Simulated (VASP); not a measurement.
# Au (P6_3/mmc) in VASP: notebook, part 2 of 3

VASP 6.6.1. The steps go on from the part before.

### 3 Single point, PBE (z stretched by +3 %, then relaxed in part)

File INCAR:

```
SYSTEM = Au
PREC = Accurate ; ENCUT = 520
EDIFF = 1E-7 ; ISMEAR = -1
SIGMA = 0.05 ; LREAL = .FALSE.
LASPH = .TRUE. ; NELM = 60
ALGO = Normal ; ISIF = 2
LWAVE = .FALSE. ; LCHARG = .TRUE.
GGA = PE ; LELF = .TRUE.
LVHAR = .TRUE. ; NBANDS = 18
```

File KPOINTS:

```
Automatic mesh
0
G
  18 18 10
  0 0 0
```

File POSCAR:

```
Au
1.0
    2.9000000000      0.0000000000      0.0000000000
   -1.4500000000      2.5114736710      0.0000000000
    0.0000000000      0.0000000000      5.0264000000
Au
2
Direct
    0.3333333333      0.6666666667      0.7500000000
    0.6666666667      0.3333333333      0.2500000000
```

Potentials or basis: VASP PAW PBE potentials, release 64 (Au).

Run with:

```console
$ cat potpaw_PBE.64/Au/POTCAR > POTCAR
$ mpirun -np 1 vasp_std > vasp.out
```

OUTCAR:

```text
SYSTEM = Au
   PREC = Accurate
   ENCUT = 520
   EDIFF = 1E-7
   ISMEAR = -1
   LREAL = .FALSE.
   LASPH = .TRUE.
   NELM = 60
   ISIF = 2
   GGA = PE

 ion  position               nearest neighbor table
   1  0.333  0.667  0.750-   2 3.02   2 3.02   2 3.02   2 3.02   2 3.02   2 3.02
   2  0.667  0.333  0.250-   1 3.02   1 3.02   1 3.02   1 3.02   1 3.02   1 3.02

  LATTYP: Found a hexagonal cell.
 ALAT       =     2.9000000000
 C/A-ratio  =     1.7332413793

  Lattice vectors:

 A1 = (   2.9000000000,   0.0000000000,   0.0000000000)
 A2 = (  -1.4500000000,   2.5114736710,   0.0000000000)
 A3 = (   0.0000000000,   0.0000000000,   5.0264000000)

Analysis of symmetry for initial positions (statically):
=====================================================================
 Subroutine PRICEL returns:
 Original cell was already a primitive cell.

 Routine SETGRP: Setting up the symmetry group for a
 hexagonal supercell.

 Subroutine GETGRP returns: Found 24 space group operations
 (whereof 12 operations were pure point group operations)
 out of a pool of 24 trial point group operations.

The static configuration has the point symmetry D_3d.
 The point group associated with its full space group is D_6h.

Analysis of symmetry for dynamics (positions and initial velocities):
=====================================================================
 Subroutine PRICEL returns:
 Original cell was already a primitive cell.

 Routine SETGRP: Setting up the symmetry group for a
 hexagonal supercell.

 Subroutine GETGRP returns: Found 24 space group operations
 (whereof 12 operations were pure point group operations)
 out of a pool of 24 trial point group operations.

The dynamic configuration has the point symmetry D_3d.
 The point group associated with its full space group is D_6h.

 Subroutine INISYM returns: Found 24 space group operations
 (whereof 12 operations are pure point group operations),
 and found     1 'primitive' translations

----------------------------------------------------------------------------------------

                                     Primitive cell

  volume of cell :      36.6086

  direct lattice vectors                    reciprocal lattice vectors
     2.900000000  0.000000000  0.000000000     0.344827586  0.199086300  0.000000000
    -1.450000000  2.511473671  0.000000000     0.000000000  0.398172599  0.000000000
     0.000000000  0.000000000  5.026400000     0.000000000  0.000000000  0.198949546

  length of vectors
     2.900000000  2.900000000  5.026400000     0.398172599  0.398172599  0.198949546

  position of ions in fractional coordinates (direct lattice)
     0.333333333  0.666666667  0.750000000
     0.666666667  0.333333333  0.250000000

  ion indices of the primitive-cell ions
   primitive index   ion index
                 1           1
                 2           2

----------------------------------------------------------------------------------------

 KPOINTS: Automatic mesh

Automatic generation of k-mesh.
 Grid dimensions read from file:
 generate k-points for:   18   18   10

 Generating k-lattice:

  Cartesian coordinates                     Fractional coordinates (reciprocal lattice)
     0.019157088  0.011060350  0.000000000     0.055555556  0.000000000  0.000000000
     0.000000000  0.022120700  0.000000000     0.000000000  0.055555556  0.000000000
     0.000000000  0.000000000  0.019894955     0.000000000  0.000000000  0.100000000

  Length of vectors
     0.022120700  0.022120700  0.019894955

  Shift w.r.t. Gamma in fractional coordinates (k-lattice)
     0.000000000  0.000000000  0.000000000

 Subroutine IBZKPT returns following result:
 ===========================================

 Found    222 irreducible k-points:

 Following reciprocal coordinates:
            Coordinates               Weight
  0.000000  0.000000  0.000000      1.000000
  0.055556 -0.000000  0.000000      6.000000
  0.111111 -0.000000  0.000000      6.000000
  0.166667 -0.000000  0.000000      6.000000
  0.222222 -0.000000  0.000000      6.000000
  0.277778 -0.000000  0.000000      6.000000
[... 16 lines left out ...]
  0.333333  0.111111  0.000000     12.000000
  0.388889  0.111111  0.000000     12.000000
 [... further k-points ...]
   k-points           NKPTS =    222   k-points in BZ     NKDIM =    222   number of bands    NBANDS=     18
   number of dos      NEDOS =    301   number of ions     NIONS =      2
   total plane-waves  NPLWV =  23040
   dimension x,y,z NGX =    24 NGY =   24 NGZ =   40
   dimension x,y,z NGXF=    48 NGYF=   48 NGZF=   80
   ions per type =               2
   NGX,Y,Z   is equivalent  to a cutoff of  13.76, 13.76, 13.23 a.u.
   NGXF,Y,Z  is equivalent  to a cutoff of  27.52, 27.52, 26.46 a.u.
 SYSTEM =  Au
   PREC   = accura    normal or accurate (medium, high low for compatibility)
   ISTART =      0    job   : 0-new  1-cont  2-samecut
   ICHARG =      2    charge: 1-file 2-atom 10-const
   ISPIN  =      1    spin polarized calculation?
   LNONCOLLINEAR =      F non collinear calculations
   LSORBIT =      F    spin-orbit coupling
   LASPH  =      T    aspherical Exc in radial PAW
   ENCUT  =  520.0 eV  38.22 Ry    6.18 a.u.   5.39  5.39  9.35*2*pi/ulx,y,z
   NELM   =     60;   NELMIN=  2; NELMDL= -5     # of ELM steps
   EDIFF  = 0.1E-06   stopping-criterion for ELM
   LREAL  =      F    real-space projection
   EDIFFG = 0.1E-05   stopping-criterion for IOM
   NSW    =      0    number of steps for IOM
   IBRION =     -1    ionic relax: 0-MD 1-quasi-New 2-CG
   NFREE  =      0    steps in history (QN), initial steepest desc. (CG)
   ISIF   =      2    stress and relaxation
   ISYM   =      2    0-nonsym 1-usesym 2-fastsym
   POTIM  = 0.5000    time-step for ionic-motion
   TEBEG  =    0.0;   TEEND  =   0.0 temperature during run
   PSTRESS=    0.0 pullay stress
   NELECT =      22.0000    total number of electrons
   NUPDOWN=      -1.0000    fix difference up-down
   EMIN   =  10.00;   EMAX   =-10.00  energy-range for DOS
   EFERMI =   0.00;   METHOD = LEGACY
   ISMEAR =    -1;   SIGMA  =   0.05  broadening in eV -4-tet -1-fermi 0-gaus
   EFERMI_NEDOS =   21; number of points for ismear=-14 and -15
   IALGO  =     38    algorithm
   IMIX   =      4    mixing-type and parameters
     AMIX     =   0.40;   BMIX     =  1.00
     AMIX_MAG =   1.60;   BMIX_MAG =  1.00
  volume/ion in A,a.u.               =      18.30       123.52
  Fermi-wavevector in a.u.,A,eV,Ry     =   1.381511  2.610678 25.967726  1.908574
  Thomas-Fermi vector in A             =   2.506289
   LORBIT       =      0    0 simple, 1 ext, 2 COOP (PROOUT), +10 PAW based schemes
   GGA     = PE    functional components
   LHFCALC =     F    Hartree Fock is set to
   AEXX    =    0.0000 exact exchange contribution
   IVDW    =     0    specifies the selected vdW correction
   LEPSILON=     F    determine dielectric tensor
   LRPA    =     F    only Hartree local field effects (RPA)
 non-spin polarized calculation
  energy-cutoff  :      520.00
  volume of cell :       36.61
 maximum number of plane-waves:      1015
 NGX is ok and might be reduce to    24
   NGX = 11   NGY = 11   NGZ = 19

 number of electron      22.0000006 magnetization

 Free energy of the ion-electron system (eV)
  ---------------------------------------------------
  ext. energy  EPLUGINS =         0.00000000
  ---------------------------------------------------
  free energy    TOTEN  =        -6.41983784 eV

  energy without entropy =       -6.41375265  energy(sigma->0) =       -6.41679524

 E-fermi :   8.3451     XC(G=0): -12.2879

 val. band max:        8.3337733029   @ k =   0.3889   0.1111   0.1000
 cond. band min:       8.3496548119   @ k =   0.4444  -0.0000   0.5000
 fundamental gap:      0.0158815089
 Fermi energy:         8.3450622094

 k-point     1 :       0.0000    0.0000    0.0000
  band No.  band energies     occupation
      1      -0.8013      2.00000
      2       1.4454      2.00000
      3       3.6831      2.00000
      4       4.0758      2.00000
      5       4.0758      2.00000
      6       4.3155      2.00000
[... 10 lines left out ...]
     17      26.6090      0.00000
     18      26.6090      0.00000
[... 463 lines left out ...]
 k-point    24 :       0.3889    0.1111    0.0000
  band No.  band energies     occupation
      1       2.2472      2.00000
      2       2.3020      2.00000
      3       2.6554      2.00000
      4       4.1012      2.00000
      5       4.2773      2.00000
      6       4.3908      2.00000
[... 10 lines left out ...]
     17      19.8918      0.00000
     18      22.8616      0.00000

 [... further k-points ...]

------------------------ aborting loop because EDIFF is reached ----------------------------------------

  FORCE on cell =-STRESS in cart. coord.  units (eV):
  Direction    XX          YY          ZZ          XY          YZ          ZX
  --------------------------------------------------------------------------------------
  -------------------------------------------------------------------------------------
  Total       -0.3249967     -0.3249967     -0.6998518      0.0000000      0.0000000      0.0000000
  in kB      -14.2234789    -14.2234789    -30.6290104      0.0000000      0.0000000      0.0000000
  external PRESSURE =     -19.6919894 kB  Pullay stress =       0.0000000 kB

 VOLUME and BASIS-vectors are now :
 -----------------------------------------------------------------------------
  energy-cutoff  :      520.00
  volume of cell :       36.61
      direct lattice vectors                 reciprocal lattice vectors
     2.900000000  0.000000000  0.000000000     0.344827586  0.199086300  0.000000000
    -1.450000000  2.511473671  0.000000000     0.000000000  0.398172599  0.000000000
     0.000000000  0.000000000  5.026400000     0.000000000  0.000000000  0.198949546

 POSITION                                       TOTAL-FORCE (eV/Angst)
 -----------------------------------------------------------------------------------
     -0.00000      1.67432      3.76980        -0.000000      0.000000      0.000000
      1.45000      0.83716      1.25660         0.000000      0.000000      0.000000
 -----------------------------------------------------------------------------------
    total drift:                               -0.000000      0.000000     -0.000000

  FREE ENERGIE OF THE ION-ELECTRON SYSTEM (eV)
  ---------------------------------------------------
  free  energy   TOTEN  =        -6.4198378412 eV

  energy  without entropy=       -6.4137526470  energy(sigma->0) =       -6.41679524
```

OSZICAR:

```text
N       E                     dE             d eps       ncg     rms          rms(c)
DAV:   1     0.122652347044E+03    0.12265E+03   -0.11675E+04  8000   0.118E+03
DAV:   2    -0.479874231892E+01   -0.12745E+03   -0.12128E+03  8528   0.257E+02
DAV:   3    -0.693901509352E+01   -0.21403E+01   -0.21281E+01  9296   0.334E+01
DAV:   4    -0.694852667193E+01   -0.95116E-02   -0.95104E-02  8794   0.236E+00
DAV:   5    -0.694861620570E+01   -0.89534E-04   -0.89534E-04  8926   0.245E-01    0.106E+01
DAV:   6    -0.645016168176E+01    0.49845E+00   -0.99702E-01  8294   0.905E+00    0.709E+00
DAV:   7    -0.642311134155E+01    0.27050E-01   -0.74951E-02  8744   0.245E+00    0.335E+00
DAV:   8    -0.641983963082E+01    0.32717E-02   -0.48451E-03  8348   0.535E-01    0.296E-01
DAV:   9    -0.641982261996E+01    0.17011E-04   -0.22260E-05  8874   0.385E-02    0.217E-02
DAV:  10    -0.641983840475E+01   -0.15785E-04   -0.79859E-06  8814   0.271E-02    0.920E-03
DAV:  11    -0.641983785670E+01    0.54805E-06   -0.10892E-07  7442   0.241E-03    0.923E-04
DAV:  12    -0.641983784122E+01    0.15481E-07   -0.14344E-08  4294   0.102E-03
   1 F= -.64198378E+01 E0= -.64167952E+01  d E =-.608519E-02
```

stdout:

```text
POSCAR found type information on POSCAR Au
 POSCAR found :  1 types and       2 ions
 scaLAPACK will be used
 LDA part: xc-table for (Slater+PW92), standard interpolation
 POSCAR, INCAR and KPOINTS ok, starting setup
 FFT: planning ... GRIDC
 FFT: planning ... GRID_SOFT
 FFT: planning ... GRID
 WAVECAR not read
 entering main loop
```

Wall time 1.8 min (1 thread of Intel Xeon 8259CL, shared host); peak memory 0.26 GiB.

Results:

```yaml
Free_energy: -6.4198 eV
Pressure: -2.0 GPa
Band_gap_on_the_k_mesh: zero (bands 11 and 12 overlap by 6.53 eV)
```

Caveat: the cell differs from its parent crystal (z stretched by +3 %, then relaxed in part); spin-orbit coupling is left out, which moves the levels of the heavy elements.

### 4 Single point, PBE (18.48 Å³/atom)

This run uses another cell than the first one, of 18.48 Å³/atom.

File INCAR:

```
SYSTEM = Au
ALGO = Normal
EDIFF = 1E-7
ENCUT = 520
GGA = PE
ISIF = 2
ISMEAR = -1
LASPH = .TRUE.
LCHARG = .TRUE.
LELF = .TRUE.
LREAL = .FALSE.
LVHAR = .TRUE.
LWAVE = .FALSE.
NBANDS = 18
NELM = 60
PREC = Accurate
SIGMA = 0.05
```

File KPOINTS:

```
k-points
0
G
  18 18 10
  0 0 0
```

File POSCAR:

```
Au
1.0
    2.9381622711      0.0000000000      0.0000000000
   -1.4690811356      2.5445231672      0.0000000000
    0.0000000000      0.0000000000      4.9442178906
Au
2
Direct
    0.3333333333      0.6666666667      0.7500000000
    0.6666666667      0.3333333333      0.2500000000
```

Run with:

```console
$ cat potpaw_PBE.64/Au/POTCAR > POTCAR
$ mpirun -np 1 vasp_std > vasp.out
```

It took 1.9 min on 1 thread of Intel Xeon 8259CL, shared host; peak memory 0.26 GiB.

Results (log left out):

```yaml
Free_energy: -6.4172 eV
Pressure: -3.4 GPa
Band_gap_on_the_k_mesh: zero (bands 11 and 12 overlap by 6.41 eV)
```

Stress tensor (GPa, compression positive):
```
-3.45  0.00  0.00
 0.00 -3.45  0.00
 0.00  0.00 -3.37
```

Levels at points of the mesh, in eV from the Fermi level:
```tsv
k point	band 8	band 9	band 10	band 11	band 12	band 13	band 14	band 15
(0.00, 0.00, 0.00)	-3.27	-3.27	-2.09	-2.09	-0.74	2.30	14.65	15.62
(0.50, 0.00, 0.00)	-1.90	-1.81	-1.65	0.40	1.43	5.56	6.80	7.04
(0.00, 0.00, 0.50)	-4.19	-2.49	-2.49	-2.49	-2.49	10.09	10.09	14.91
(0.50, 0.00, 0.50)	-2.25	-1.72	-1.72	0.66	0.66	3.59	3.59	12.86
```

Caveat: the cell stands under tension; spin-orbit coupling is left out, which moves the levels of the heavy elements.

(Part 2 of 3 ends here.)
